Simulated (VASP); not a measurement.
Set up this calculation in VASP 6.6.1, as the native input.

```
Task                   : single point
Functional             : PBE
Potentials or basis    : VASP PAW PBE potentials, release 64 (K_sv)
Cutoff                 : 500 eV
k mesh                 : 6 × 6 × 6
Occupations            : gaussian, width 0.1 eV
Spin                   : no spin polarisation
Dipole correction      : no
Further INCAR settings : ALGO = Normal; EDIFF = 1e-06; NBANDS = 10
```

The structure of K lies in POSCAR:

```
K
1.0
   -1.9887329581      1.9887329581      1.8593763380
    1.9887329581     -1.9887329581      1.8593763380
    1.9887329581      1.9887329581     -1.8593763380
K
1
Direct
    0.0000000000      0.0000000000      0.0000000000
```

These files were run (other wordings do the same):

INCAR

```
ALGO = Normal
EDIFF = 1E-6
ENCUT = 500
GGA = PE
GGA_COMPAT = F
ISIF = 2
ISMEAR = 0
LASPH = T
LCHARG = F
LREAL = F
LWAVE = F
NBANDS = 10
NELM = 120
PREC = Accurate
SIGMA = 0.1
```

KPOINTS

```
k-points
0
Gamma
  6 6 6
```

Potentials or basis: VASP PAW PBE potentials, release 64 (K_sv).

Run with:

```bash
$ cat potpaw_PBE.64/K_sv/POTCAR > POTCAR
$ mpirun -np 1 vasp_std > vasp.out
```

Results of the run:

The pressure is 16.9 GPa and the band gap on the k mesh is zero (an odd number of electrons rules out a gap without spin polarisation).

Caveat: the k points lie up to 0.39 Å⁻¹ apart, too coarse for converged energies and pressures of a metal.

It took 29 s on 1 thread of Intel Xeon 8259CL, on a shared host, peak memory 0.15 GiB.
